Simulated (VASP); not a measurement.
Here is a VASP 6.6.1 calculation.

INCAR

```
ALGO     = Normal         # electronic algorithm
EDIFF    = 1E-6           # SCF threshold, eV
ENCUT    = 600            # plane-wave cutoff, eV
GGA      = PE             # functional
GGA_COMPAT= F            
ISIF     = 2              # what is computed and relaxed
ISMEAR   = 0              # smearing method
LASPH    = T              # aspherical terms in the spheres
LCHARG   = F              # write CHGCAR
LREAL    = F              # projectors in reciprocal space
LWAVE    = F              # write WAVECAR
NBANDS   = 14             # bands
NELM     = 120            # most SCF steps
PREC     = Accurate       # precision mode
SIGMA    = 0.1            # smearing width, eV
```

File KPOINTS:

```
k-points
0
Gamma
  12 12 18
```

Contents of POSCAR:

```
Be2Pt
1.0
    3.8746028691      0.0000000000      0.0000000000
    0.0000000000      3.8746028691      0.0000000000
    0.0000000000      0.0000000000      2.6474039137
Be Pt
2 1
Direct
    0.5000000000      0.0000000000      0.0000000000
    0.0000000000      0.5000000000      0.0000000000
    0.0000000000      0.0000000000      0.5000000000
```

Potentials or basis: VASP PAW PBE potentials, release 64 (Be, Pt).

The run is started by

```console
$ cat potpaw_PBE.64/Be/POTCAR potpaw_PBE.64/Pt/POTCAR > POTCAR
$ mpirun -np 1 vasp_std > vasp.out
```

Q: What does it give for the band gap on the k mesh?

A: Zero (bands 7 and 8 overlap by 5.41 eV).

Q: Estimate the pressure.

A: -0.1 GPa.

Stress tensor (GPa, compression positive):
```
-0.03  0.00  0.00
 0.00 -0.03  0.00
 0.00  0.00 -0.18
```

Caveat: spin-orbit coupling is left out, which moves the levels of the heavy elements.
